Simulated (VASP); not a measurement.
# CuSi16 (a cell with a defect) in VASP: notebook, part 2 of 2

VASP 6.6.1. Earlier steps stand in the parts before.

### 3 Single point, PBEsol

INCAR reads:

```
SYSTEM = CuSi16
PREC = Accurate
ENCUT = 520
EDIFF = 1E-7
ISMEAR = 0
SIGMA = 0.02
LREAL = Auto
LASPH = .TRUE.
NELM = 80
ALGO = Normal
ISIF = 2
LWAVE = .FALSE.
LCHARG = .FALSE.
GGA = PS
NBANDS = 52
NELECT = 74.0
```

KPOINTS reads:

```
regular mesh
0
G
  2 2 2
  0 0 0
```

POSCAR reads:

```
CuSi16
1.0
    0.0000000000      5.4300000000      5.4300000000
    5.4300000000      0.0000000000      5.4300000000
    5.4300000000      5.4300000000      0.0000000000
Si Cu
16 1
Direct
   -0.0119325832      0.0369087931     -0.0125640247
    0.1267477610      0.1328320437      0.1261267104
    0.0108376739     -0.0085254893      0.4987647025
    0.1267465584      0.1328257394      0.6141410415
    0.0074153523      0.5035195357      0.0066414823
    0.1121094751      0.6648784931      0.1114121826
    0.0074212537      0.5035112204      0.4822356727
    0.1426824102      0.6208189392      0.6181517649
    0.4993899201     -0.0085052773      0.0102017585
    0.6147742563      0.1328428674      0.1261103808
    0.4993875159     -0.0085103272      0.4987518053
    0.6375977641      0.0882928789      0.6369709429
    0.4829388975      0.5035293940      0.0066704613
    0.6188896205      0.6208401406      0.1419153411
    0.5137138990      0.4602199149      0.5129399397
    0.6189009877      0.6208331371      0.6181645330
    0.8141258872      0.5588779762      0.8134063152
```

Potentials or basis: VASP PAW PBE potentials, release 64 (Si, Cu).

Launch:

```sh
cat potpaw_PBE.64/Si/POTCAR potpaw_PBE.64/Cu/POTCAR > POTCAR
mpirun -np 1 vasp_std > vasp.out
```

OUTCAR:

```text
SYSTEM = CuSi16
   PREC = Accurate
   ENCUT = 520
   EDIFF = 1E-7
   ISMEAR = 0
   LREAL = Auto
   LASPH = .TRUE.
   NELM = 80
   ISIF = 2
   GGA = PS
   NELECT = 74.0

 ion  position               nearest neighbor table
   1  0.988  0.037  0.987-   6 2.33  10 2.35   2 2.35   4 2.35
   2  0.127  0.133  0.126-   5 2.32   3 2.34   9 2.34   1 2.35
   3  0.011  0.991  0.499-   8 2.32   4 2.34   2 2.34  12 2.35
   4  0.127  0.133  0.614-   7 2.32   3 2.34  11 2.34   1 2.35
   5  0.007  0.504  0.007-   2 2.32   6 2.34  17 2.35   8 2.44  14 2.44
   6  0.112  0.665  0.111-   1 2.33   5 2.34   7 2.34  13 2.34
   7  0.007  0.504  0.482-   4 2.32   6 2.34  17 2.35   8 2.44  16 2.44
   8  0.143  0.621  0.618-   3 2.32  15 2.34  17 2.35   7 2.44   5 2.44
   9  0.499  0.991  0.010-  14 2.32  10 2.34   2 2.34  12 2.35
  10  0.615  0.133  0.126-  13 2.32   9 2.34  11 2.34   1 2.35
  11  0.499  0.991  0.499-  16 2.32   4 2.34  10 2.34  12 2.35
  12  0.638  0.088  0.637-  15 2.33   9 2.35  11 2.35   3 2.35
  13  0.483  0.504  0.007-  10 2.32   6 2.34  17 2.35  16 2.44  14 2.44
  14  0.619  0.621  0.142-   9 2.32  15 2.34  17 2.35  13 2.44   5 2.44
  15  0.514  0.460  0.513-  12 2.33  16 2.34  14 2.34   8 2.34
  16  0.619  0.621  0.618-  11 2.32  15 2.34  17 2.35  13 2.44   7 2.44
  17  0.814  0.559  0.813-   5 2.35   7 2.35  13 2.35  16 2.35  14 2.35   8 2.35

  LATTYP: Found a face centered cubic cell.
 ALAT       =    10.8600000000

  Lattice vectors:

 A1 = (   0.0000000000,   5.4300000000,   5.4300000000)
 A2 = (   5.4300000000,   0.0000000000,   5.4300000000)
 A3 = (   5.4300000000,   5.4300000000,   0.0000000000)

Analysis of symmetry for initial positions (statically):
=====================================================================
 Subroutine PRICEL returns:
 Original cell was already a primitive cell.

 Routine SETGRP: Setting up the symmetry group for a
 face centered cubic supercell.

 Subroutine GETGRP returns: Found  1 space group operations
 (whereof  1 operations were pure point group operations)
 out of a pool of 48 trial point group operations.

The static configuration has the point symmetry C_1 .

Analysis of symmetry for dynamics (positions and initial velocities):
=====================================================================
 Subroutine PRICEL returns:
 Original cell was already a primitive cell.

 Routine SETGRP: Setting up the symmetry group for a
 face centered cubic supercell.

 Subroutine GETGRP returns: Found  1 space group operations
 (whereof  1 operations were pure point group operations)
 out of a pool of 48 trial point group operations.

The dynamic configuration has the point symmetry C_1 .

 Subroutine INISYM returns: Found  1 space group operations
 (whereof  1 operations are pure point group operations),
 and found     1 'primitive' translations

----------------------------------------------------------------------------------------

                                     Primitive cell

  volume of cell :     320.2060

  direct lattice vectors                    reciprocal lattice vectors
     0.000000000  5.430000000  5.430000000    -0.092081031  0.092081031  0.092081031
     5.430000000  0.000000000  5.430000000     0.092081031 -0.092081031  0.092081031
     5.430000000  5.430000000  0.000000000     0.092081031  0.092081031 -0.092081031

  length of vectors
     7.679179644  7.679179644  7.679179644     0.159489025  0.159489025  0.159489025

[... 75 lines left out ...]
   k-points           NKPTS =      8   k-points in BZ     NKDIM =      8   number of bands    NBANDS=     52
   number of dos      NEDOS =    301   number of ions     NIONS =     17
   total plane-waves  NPLWV = 216000
   dimension x,y,z NGX =    60 NGY =   60 NGZ =   60
   dimension x,y,z NGXF=   120 NGYF=  120 NGZF=  120
   ions per type =              16   1
   NGX,Y,Z   is equivalent  to a cutoff of  12.99, 12.99, 12.99 a.u.
   NGXF,Y,Z  is equivalent  to a cutoff of  25.98, 25.98, 25.98 a.u.
 SYSTEM =  CuSi16
   PREC   = accura    normal or accurate (medium, high low for compatibility)
   ISTART =      0    job   : 0-new  1-cont  2-samecut
   ICHARG =      2    charge: 1-file 2-atom 10-const
   ISPIN  =      1    spin polarized calculation?
   LNONCOLLINEAR =      F non collinear calculations
   LSORBIT =      F    spin-orbit coupling
   LASPH  =      T    aspherical Exc in radial PAW
   ENCUT  =  520.0 eV  38.22 Ry    6.18 a.u.  14.28 14.28 14.28*2*pi/ulx,y,z
   NELM   =     80;   NELMIN=  2; NELMDL= -5     # of ELM steps
   EDIFF  = 0.1E-06   stopping-criterion for ELM
   LREAL  =      T    real-space projection
   EDIFFG = 0.1E-05   stopping-criterion for IOM
   NSW    =      0    number of steps for IOM
   IBRION =     -1    ionic relax: 0-MD 1-quasi-New 2-CG
   NFREE  =      0    steps in history (QN), initial steepest desc. (CG)
   ISIF   =      2    stress and relaxation
   ISYM   =      2    0-nonsym 1-usesym 2-fastsym
   POTIM  = 0.5000    time-step for ionic-motion
   TEBEG  =    0.0;   TEEND  =   0.0 temperature during run
   PSTRESS=    0.0 pullay stress
   NELECT =      74.0000    total number of electrons
   NUPDOWN=      -1.0000    fix difference up-down
   EMIN   =  10.00;   EMAX   =-10.00  energy-range for DOS
   EFERMI =   0.00;   METHOD = LEGACY
   ISMEAR =     0;   SIGMA  =   0.02  broadening in eV -4-tet -1-fermi 0-gaus
   EFERMI_NEDOS =   21; number of points for ismear=-14 and -15
   IALGO  =     38    algorithm
   IMIX   =      4    mixing-type and parameters
     AMIX     =   0.40;   BMIX     =  1.00
     AMIX_MAG =   1.60;   BMIX_MAG =  1.00
  volume/ion in A,a.u.               =      18.84       127.11
  Fermi-wavevector in a.u.,A,eV,Ry     =   1.004636  1.898488 13.732283  1.009294
  Thomas-Fermi vector in A             =   2.137265
   LORBIT       =      0    0 simple, 1 ext, 2 COOP (PROOUT), +10 PAW based schemes
   GGA     = PS    functional components
   LHFCALC =     F    Hartree Fock is set to
   AEXX    =    0.0000 exact exchange contribution
   IVDW    =     0    specifies the selected vdW correction
   LEPSILON=     F    determine dielectric tensor
   LRPA    =     F    only Hartree local field effects (RPA)
 non-spin polarized calculation
 Gauss-broadening in eV      SIGMA  =   0.02
  energy-cutoff  :      520.00
  volume of cell :      320.21
 maximum number of plane-waves:      8646
 NGX is ok and might be reduce to    60
   NGX = 29   NGY = 29   NGZ = 29

 number of electron      74.0000001 magnetization

 Free energy of the ion-electron system (eV)
  ---------------------------------------------------
  ext. energy  EPLUGINS =         0.00000000
  ---------------------------------------------------
  free energy    TOTEN  =      -100.05999570 eV

  energy without entropy =     -100.05998976  energy(sigma->0) =     -100.05999273

 E-fermi :   6.3466     XC(G=0):  -9.7631

 val. band max:        6.2968842148   @ k =   0.0000   0.0000   0.0000
 cond. band min:       6.3986475476   @ k =   0.0000   0.0000   0.0000
 fundamental gap:      0.1017633328
 Fermi energy:         6.3466235816

 k-point     1 :       0.0000    0.0000    0.0000
  band No.  band energies     occupation
      1      -5.9811      2.00000
      2      -3.6168      2.00000
      3      -3.5710      2.00000
      4      -3.5709      2.00000
      5      -3.5154      2.00000
      6      -2.0130      2.00000
[... 405 lines left out ...]
     48      10.3057      0.00000
     49      10.3213      0.00000
 [bands above 49 left out]

------------------------ aborting loop because EDIFF is reached ----------------------------------------

  FORCE on cell =-STRESS in cart. coord.  units (eV):
  Direction    XX          YY          ZZ          XY          YZ          ZX
  --------------------------------------------------------------------------------------
  -------------------------------------------------------------------------------------
  Total       -5.1072024     -5.1071592     -5.1085665     -0.6313994     -0.6339633      0.6335337
  in kB      -25.5543107    -25.5540945    -25.5611360     -3.1592594     -3.1720878      3.1699384
  external PRESSURE =     -25.5565138 kB  Pullay stress =       0.0000000 kB

 VOLUME and BASIS-vectors are now :
 -----------------------------------------------------------------------------
  energy-cutoff  :      520.00
  volume of cell :      320.21
      direct lattice vectors                 reciprocal lattice vectors
     0.000000000  5.430000000  5.430000000    -0.092081031  0.092081031  0.092081031
     5.430000000  0.000000000  5.430000000     0.092081031 -0.092081031  0.092081031
     5.430000000  5.430000000  0.000000000     0.092081031  0.092081031 -0.092081031

 POSITION                                       TOTAL-FORCE (eV/Angst)
 -----------------------------------------------------------------------------------
      5.56219     10.72698      5.56562        -0.000889      0.000520      0.000937
      1.40615      1.37311      1.40952        -0.002090      0.003135     -0.000822
      8.09200      2.76714      5.44256         0.000326     -0.000811      0.004573
      4.05603      4.02302      1.40948        -0.003513      0.001606     -0.000893
      2.77017      0.07633      2.77438         0.006727      0.003644      0.005320
      4.21526      1.21372      4.21904        -0.002311      0.002268     -0.002200
[... 9 lines left out ...]
      6.72776      6.71727      6.73176        -0.003559     -0.002317     -0.004971
      7.45150      8.83750      7.45541         0.000200     -0.000444      0.000479
 -----------------------------------------------------------------------------------
    total drift:                                0.003896     -0.003700      0.007627

  FREE ENERGIE OF THE ION-ELECTRON SYSTEM (eV)
  ---------------------------------------------------
  free  energy   TOTEN  =      -100.0599957046 eV

  energy  without entropy=     -100.0599897626  energy(sigma->0) =     -100.05999273
```

Run time: 11 min. Hardware: 1 thread of Intel Xeon 8259CL, shared host; peak memory 0.5 GiB.

Results:

| Quantity | Value |
| --- | --- |
| Free energy | -100.0600 eV |
| Largest force | 0.009 eV/Å |

Forces in eV/Å, atoms in the order of the input:
```
Si  -0.001  0.001  0.001
Si  -0.002  0.003 -0.001
Si   0.000 -0.001  0.005
Si  -0.004  0.002 -0.001
Si   0.007  0.004  0.005
Si  -0.002  0.002 -0.002
Si  -0.003 -0.006  0.005
Si  -0.004  0.005  0.001
Si   0.005 -0.001  0.000
Si  -0.001  0.001 -0.003
Si   0.001 -0.005  0.000
Si  -0.001  0.001  0.000
Si   0.006 -0.005 -0.004
Si   0.002  0.004 -0.005
Si   0.001 -0.001  0.002
Si  -0.004 -0.002 -0.005
Cu   0.000  0.000  0.000
```

Caveat: the k points lie up to 0.50 Å⁻¹ apart; the cell carries a net charge on a neutralising background, which shifts energy and pressure; the cell is charged against a uniform background, so pressure and absolute levels hang on convention; the PAW data sets were made with another functional, which shifts forces and pressure a little.
